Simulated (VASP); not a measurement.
# Bi (P6_3/mmc) in VASP: further runs

The runs below take Bi through single point, with PBE.

Everything below comes from runs of VASP 6.6.1. Logs are shortened: lines on timing, memory, paths and dates and some standing lists are left out, and cuts for length are marked.

## Step 1: The cell of the first run

The structure is hexagonal, space group P6_3/mmc (No. 194). The conventional cell has a = 4.539 Å, b = 4.539 Å, c = 11.474 Å, α = 90.00°, β = 90.00°, γ = 120.00°.

This isn't the form of Bi at room conditions, which is rhombohedral.

## Step 2: Single point, PBE (zz strain of -3 %)

File INCAR:

```
SYSTEM = Bi
ALGO     = Normal         ! electronic algorithm
EDIFF    = 1E-7           ! SCF threshold, eV
ENCUT    = 520            ! plane-wave cutoff, eV
GGA      = PE             ! functional
ISIF     = 2              ! what is computed and relaxed
ISMEAR   = -1             ! smearing method
LASPH    = .TRUE.         ! aspherical terms in the spheres
LCHARG   = .FALSE.        ! write CHGCAR
LREAL    = .FALSE.        ! projectors in reciprocal space
LWAVE    = .FALSE.        ! write WAVECAR
NBANDS   = 22             ! bands
NELM     = 100            ! most SCF steps
PREC     = Accurate       ! precision mode
SIGMA    = 0.03           ! smearing width, eV
```

File KPOINTS:

```
k-points
0
G
  9 9 3
  0 0 0
```

File POSCAR:

```
Bi
1.0
    4.5390002997      0.0000000000      0.0000000000
   -2.2695001499      3.9308895674      0.0000000000
    0.0000000000      0.0000000000     11.4741300000
Bi
2
Direct
    0.3333333333      0.6666666667      0.2500000000
    0.6666666667      0.3333333333      0.7500000000
```

Potentials or basis: VASP PAW PBE potentials, release 64 (Bi_d).

Launch:

```console
$ cat potpaw_PBE.64/Bi_d/POTCAR > POTCAR
$ mpirun -np 1 vasp_std > vasp.out
```

OUTCAR:

```text
SYSTEM = Bi
   EDIFF = 1E-7
   ENCUT = 520
   GGA = PE
   ISIF = 2
   ISMEAR = -1
   LASPH = .TRUE.
   LREAL = .FALSE.
   NELM = 100
   PREC = Accurate

 ion  position               nearest neighbor table
   1  0.333  0.667  0.250-
   2  0.667  0.333  0.750-

  LATTYP: Found a hexagonal cell.
 ALAT       =     4.5390002997
 C/A-ratio  =     2.5278980486

  Lattice vectors:

 A1 = (   4.5390002997,   0.0000000000,   0.0000000000)
 A2 = (  -2.2695001499,   3.9308895674,   0.0000000000)
 A3 = (   0.0000000000,   0.0000000000,  11.4741300000)

Analysis of symmetry for initial positions (statically):
=====================================================================
 Subroutine PRICEL returns:
 Original cell was already a primitive cell.

 Routine SETGRP: Setting up the symmetry group for a
 hexagonal supercell.

 Subroutine GETGRP returns: Found 24 space group operations
 (whereof 12 operations were pure point group operations)
 out of a pool of 24 trial point group operations.

The static configuration has the point symmetry D_3d.
 The point group associated with its full space group is D_6h.

Analysis of symmetry for dynamics (positions and initial velocities):
=====================================================================
 Subroutine PRICEL returns:
 Original cell was already a primitive cell.

 Routine SETGRP: Setting up the symmetry group for a
 hexagonal supercell.

 Subroutine GETGRP returns: Found 24 space group operations
 (whereof 12 operations were pure point group operations)
 out of a pool of 24 trial point group operations.

The dynamic configuration has the point symmetry D_3d.
 The point group associated with its full space group is D_6h.

 Subroutine INISYM returns: Found 24 space group operations
 (whereof 12 operations are pure point group operations),
 and found     1 'primitive' translations

----------------------------------------------------------------------------------------

                                     Primitive cell

  volume of cell :     204.7250

  direct lattice vectors                    reciprocal lattice vectors
     4.539000300  0.000000000  0.000000000     0.220312830  0.127197672  0.000000000
    -2.269500150  3.930889567  0.000000000     0.000000000  0.254395343  0.000000000
     0.000000000  0.000000000 11.474130000     0.000000000  0.000000000  0.087152577

  length of vectors
     4.539000300  4.539000300 11.474130000     0.254395343  0.254395343  0.087152577

  position of ions in fractional coordinates (direct lattice)
     0.333333333  0.666666667  0.250000000
     0.666666667  0.333333333  0.750000000

  ion indices of the primitive-cell ions
   primitive index   ion index
                 1           1
                 2           2

----------------------------------------------------------------------------------------

 KPOINTS: k-points

Automatic generation of k-mesh.
 Grid dimensions read from file:
 generate k-points for:    9    9    3

 Generating k-lattice:

  Cartesian coordinates                     Fractional coordinates (reciprocal lattice)
     0.024479203  0.014133075  0.000000000     0.111111111 -0.000000000  0.000000000
     0.000000000  0.028266149  0.000000000     0.000000000  0.111111111  0.000000000
     0.000000000  0.000000000  0.029050859     0.000000000  0.000000000  0.333333333

  Length of vectors
     0.028266149  0.028266149  0.029050859

  Shift w.r.t. Gamma in fractional coordinates (k-lattice)
     0.000000000  0.000000000  0.000000000

 Subroutine IBZKPT returns following result:
 ===========================================

 Found     24 irreducible k-points:

 Following reciprocal coordinates:
            Coordinates               Weight
  0.000000  0.000000  0.000000      1.000000
  0.111111  0.000000  0.000000      6.000000
  0.222222  0.000000  0.000000      6.000000
  0.333333  0.000000  0.000000      6.000000
  0.444444  0.000000  0.000000      6.000000
  0.111111  0.111111  0.000000      6.000000
[... 16 lines left out ...]
  0.333333  0.222222  0.333333     24.000000
  0.333333  0.333333  0.333333      4.000000
   k-points           NKPTS =     24   k-points in BZ     NKDIM =     24   number of bands    NBANDS=     22
   number of dos      NEDOS =    301   number of ions     NIONS =      2
   total plane-waves  NPLWV = 116640
   dimension x,y,z NGX =    36 NGY =   36 NGZ =   90
   dimension x,y,z NGXF=    72 NGYF=   72 NGZF=  180
   ions per type =               2
   NGX,Y,Z   is equivalent  to a cutoff of  13.19, 13.19, 13.04 a.u.
   NGXF,Y,Z  is equivalent  to a cutoff of  26.37, 26.37, 26.08 a.u.
 SYSTEM =  Bi
   PREC   = accura    normal or accurate (medium, high low for compatibility)
   ISTART =      0    job   : 0-new  1-cont  2-samecut
   ICHARG =      2    charge: 1-file 2-atom 10-const
   ISPIN  =      1    spin polarized calculation?
   LNONCOLLINEAR =      F non collinear calculations
   LSORBIT =      F    spin-orbit coupling
   LASPH  =      T    aspherical Exc in radial PAW
   ENCUT  =  520.0 eV  38.22 Ry    6.18 a.u.   8.44  8.44 21.33*2*pi/ulx,y,z
   NELM   =    100;   NELMIN=  2; NELMDL= -5     # of ELM steps
   EDIFF  = 0.1E-06   stopping-criterion for ELM
   LREAL  =      F    real-space projection
   EDIFFG = 0.1E-05   stopping-criterion for IOM
   NSW    =      0    number of steps for IOM
   IBRION =     -1    ionic relax: 0-MD 1-quasi-New 2-CG
   NFREE  =      0    steps in history (QN), initial steepest desc. (CG)
   ISIF   =      2    stress and relaxation
   ISYM   =      2    0-nonsym 1-usesym 2-fastsym
   POTIM  = 0.5000    time-step for ionic-motion
   TEBEG  =    0.0;   TEEND  =   0.0 temperature during run
   PSTRESS=    0.0 pullay stress
   NELECT =      30.0000    total number of electrons
   NUPDOWN=      -1.0000    fix difference up-down
   EMIN   =  10.00;   EMAX   =-10.00  energy-range for DOS
   EFERMI =   0.00;   METHOD = LEGACY
   ISMEAR =    -1;   SIGMA  =   0.03  broadening in eV -4-tet -1-fermi 0-gaus
   EFERMI_NEDOS =   21; number of points for ismear=-14 and -15
   IALGO  =     38    algorithm
   IMIX   =      4    mixing-type and parameters
     AMIX     =   0.40;   BMIX     =  1.00
     AMIX_MAG =   1.60;   BMIX_MAG =  1.00
  volume/ion in A,a.u.               =     102.36       690.78
  Fermi-wavevector in a.u.,A,eV,Ry     =   0.863094  1.631012 10.135415  0.744932
  Thomas-Fermi vector in A             =   1.980993
   LORBIT       =      0    0 simple, 1 ext, 2 COOP (PROOUT), +10 PAW based schemes
   GGA     = PE    functional components
   LHFCALC =     F    Hartree Fock is set to
   AEXX    =    0.0000 exact exchange contribution
   IVDW    =     0    specifies the selected vdW correction
   LEPSILON=     F    determine dielectric tensor
   LRPA    =     F    only Hartree local field effects (RPA)
 non-spin polarized calculation
  energy-cutoff  :      520.00
  volume of cell :      204.72
 maximum number of plane-waves:      5569
 NGX is ok and might be reduce to    36
   NGX = 17   NGY = 17   NGZ = 43

 number of electron      30.0000001 magnetization

 Free energy of the ion-electron system (eV)
  ---------------------------------------------------
  ext. energy  EPLUGINS =         0.00000000
  ---------------------------------------------------
  free energy    TOTEN  =        -3.23648240 eV

  energy without entropy =       -3.21490472  energy(sigma->0) =       -3.22569356

 E-fermi :  -0.9375     XC(G=0):  -5.4354

 val. band max:       -0.9435540565   @ k =   0.4444   0.0000   0.0000
 cond. band min:      -0.9221246050   @ k =   0.3333   0.0000   0.3333
 fundamental gap:      0.0214294515
 Fermi energy:        -0.9374631964

 k-point     1 :       0.0000    0.0000    0.0000
  band No.  band energies     occupation
      1     -23.7674      2.00000
      2     -23.7673      2.00000
      3     -23.7630      2.00000
      4     -23.7630      2.00000
      5     -23.7629      2.00000
      6     -23.7629      2.00000
[... 14 lines left out ...]
     21       4.8197      0.00000
     22       5.1547      0.00000

 k-point     2 :       0.1111    0.0000    0.0000
  band No.  band energies     occupation
      1     -23.7669      2.00000
      2     -23.7669      2.00000
      3     -23.7632      2.00000
      4     -23.7632      2.00000
      5     -23.7630      2.00000
      6     -23.7630      2.00000
[... 14 lines left out ...]
     21       5.0860      0.00000
     22       5.2245      0.00000

 k-point     3 :       0.2222    0.0000    0.0000
  band No.  band energies     occupation
      1     -23.7660      2.00000
      2     -23.7660      2.00000
      3     -23.7639      2.00000
      4     -23.7639      2.00000
      5     -23.7632      2.00000
      6     -23.7632      2.00000
[... 14 lines left out ...]
     21       4.8773      0.00000
     22       5.4454      0.00000

 k-point     4 :       0.3333    0.0000    0.0000
  band No.  band energies     occupation
      1     -23.7654      2.00000
      2     -23.7653      2.00000
      3     -23.7647      2.00000
      4     -23.7647      2.00000
      5     -23.7634      2.00000
      6     -23.7634      2.00000
[... 14 lines left out ...]
     21       4.5835      0.00000
     22       5.1206      0.00000

 k-point     5 :       0.4444    0.0000    0.0000
  band No.  band energies     occupation
      1     -23.7653      2.00000
      2     -23.7652      2.00000
      3     -23.7651      2.00000
      4     -23.7651      2.00000
      5     -23.7636      2.00000
      6     -23.7635      2.00000
[... 14 lines left out ...]
     21       4.3030      0.00000
     22       4.7291      0.00000

 k-point     6 :       0.1111    0.1111    0.0000
  band No.  band energies     occupation
      1     -23.7662      2.00000
      2     -23.7662      2.00000
      3     -23.7637      2.00000
      4     -23.7637      2.00000
      5     -23.7632      2.00000
      6     -23.7632      2.00000
[... 14 lines left out ...]
     21       5.0598      0.00000
     22       5.8388      0.00000

 k-point     7 :       0.2222    0.1111    0.0000
  band No.  band energies     occupation
      1     -23.7653      2.00000
      2     -23.7653      2.00000
      3     -23.7644      2.00000
      4     -23.7644      2.00000
      5     -23.7634      2.00000
      6     -23.7634      2.00000
[... 324 lines left out ...]
      6     -23.7637      2.00000
[... 14 lines left out ...]
     21       4.9509      0.00000
     22       5.1492      0.00000

 k-point    21 :       0.4444    0.1111    0.3333
  band No.  band energies     occupation
      1     -23.7652      2.00000
      2     -23.7652      2.00000
      3     -23.7646      2.00000
      4     -23.7646      2.00000
      5     -23.7638      2.00000
      6     -23.7637      2.00000
[... 14 lines left out ...]
     21       4.8137      0.00000
     22       5.0134      0.00000

 k-point    22 :       0.2222    0.2222    0.3333
  band No.  band energies     occupation
      1     -23.7648      2.00000
      2     -23.7648      2.00000
      3     -23.7643      2.00000
      4     -23.7643      2.00000
      5     -23.7638      2.00000
      6     -23.7638      2.00000
[... 14 lines left out ...]
     21       5.6138      0.00000
     22       5.8559      0.00000

 k-point    23 :       0.3333    0.2222    0.3333
  band No.  band energies     occupation
      1     -23.7650      2.00000
      2     -23.7650      2.00000
      3     -23.7641      2.00000
      4     -23.7641      2.00000
      5     -23.7636      2.00000
      6     -23.7636      2.00000
[... 14 lines left out ...]
     21       5.2059      0.00000
     22       5.6598      0.00000

 k-point    24 :       0.3333    0.3333    0.3333
  band No.  band energies     occupation
      1     -23.7647      2.00000
      2     -23.7646      2.00000
      3     -23.7646      2.00000
      4     -23.7646      2.00000
      5     -23.7632      2.00000
      6     -23.7632      2.00000
[... 14 lines left out ...]
     21       4.6139      0.00000
     22       5.1845      0.00000

------------------------ aborting loop because EDIFF is reached ----------------------------------------

  FORCE on cell =-STRESS in cart. coord.  units (eV):
  Direction    XX          YY          ZZ          XY          YZ          ZX
  --------------------------------------------------------------------------------------
  -------------------------------------------------------------------------------------
  Total       -6.2480030     -6.2480030     -0.6132786      0.0000000      0.0000000      0.0000000
  in kB      -48.8968626    -48.8968626     -4.7995172      0.0000000      0.0000000      0.0000000
  external PRESSURE =     -34.1977474 kB  Pullay stress =       0.0000000 kB

 VOLUME and BASIS-vectors are now :
 -----------------------------------------------------------------------------
  energy-cutoff  :      520.00
  volume of cell :      204.72
      direct lattice vectors                 reciprocal lattice vectors
     4.539000300  0.000000000  0.000000000     0.220312830  0.127197672  0.000000000
    -2.269500150  3.930889567  0.000000000     0.000000000  0.254395343  0.000000000
     0.000000000  0.000000000 11.474130000     0.000000000  0.000000000  0.087152577

 POSITION                                       TOTAL-FORCE (eV/Angst)
 -----------------------------------------------------------------------------------
     -0.00000      2.62059      2.86853        -0.000000      0.000000      0.000000
      2.26950      1.31030      8.60560         0.000000      0.000000      0.000000
 -----------------------------------------------------------------------------------
    total drift:                               -0.000000      0.000000      0.000000

  FREE ENERGIE OF THE ION-ELECTRON SYSTEM (eV)
  ---------------------------------------------------
  free  energy   TOTEN  =        -3.2364824023 eV

  energy  without entropy=       -3.2149047249  energy(sigma->0) =       -3.22569356
```

It took 85 s on 1 thread of Intel Xeon Platinum 8488C (Sapphire Rapids), shared host; peak memory 0.36 GiB.

Results:

* Free energy: -3.2365 eV
* Pressure: -3.4 GPa
* Band gap on the k mesh: zero (bands 15 and 16 overlap by 2.12 eV)

Caveat: the cell differs from its parent crystal (zz strain of -3 %); the cell stands under tension; spin-orbit coupling is left out, which moves the levels of the heavy elements.

## Step 3: Single point, PBE (equal xx and yy strain of -1 %)

File INCAR:

```
SYSTEM = Bi
PREC     = Accurate       ! precision mode
ENCUT    = 520            ! plane-wave cutoff, eV
EDIFF    = 1E-6           ! SCF threshold, eV
ISMEAR   = -1             ! smearing method
SIGMA    = 0.03           ! smearing width, eV
LREAL    = .False.        ! projectors in reciprocal space
LASPH    = .True.         ! aspherical terms in the spheres
NELM     = 100            ! most SCF steps
ALGO     = Normal         ! electronic algorithm
ISIF     = 2              ! what is computed and relaxed
LWAVE    = .False.        ! write WAVECAR
LCHARG   = .False.        ! write CHGCAR
GGA      = PE             ! functional
NBANDS   = 22             ! bands
```

File KPOINTS:

```
Automatic mesh
0
Gamma
  9 9 3
  0 0 0
```

File POSCAR:

```
Bi
1.0
    4.4936102967      0.0000000000      0.0000000000
   -2.2468051484      3.8915806717      0.0000000000
    0.0000000000      0.0000000000     11.8290000000
Bi
2
Direct
    0.3333333333      0.6666666667      0.2500000000
    0.6666666667      0.3333333333      0.7500000000
```

Potentials or basis: VASP PAW PBE potentials, release 64 (Bi_d).

Launch:

```console
$ cat potpaw_PBE.64/Bi_d/POTCAR > POTCAR
$ mpirun -np 1 vasp_std > vasp.out
```

Wall time 85 s (1 thread of Intel Xeon Platinum 8488C (Sapphire Rapids), shared host); peak memory 0.36 GiB.

It converged, with:

```yaml
Free_energy: -3.3480 eV
Pressure: -3.4 GPa
Band_gap_on_the_k_mesh: zero (bands 15 and 16 overlap by 2.24 eV)
```

Stress tensor (GPa, compression positive):
```
-4.95  0.00  0.00
 0.00 -4.95  0.00
 0.00  0.00 -0.34
```

Levels at points of the mesh, in eV from the Fermi level:
```
           k point  band 13  band 14  band 15  band 16  band 17  band 18
(0.00, 0.00, 0.00)    -0.87    -0.37     1.51     1.51     1.52     1.52
```

Caveat: the cell differs from its parent crystal (equal xx and yy strain of -1 %); the cell stands under tension; spin-orbit coupling is left out, which moves the levels of the heavy elements.

The gap in the log of VASP goes by the Fermi energy; the results here count the filled bands.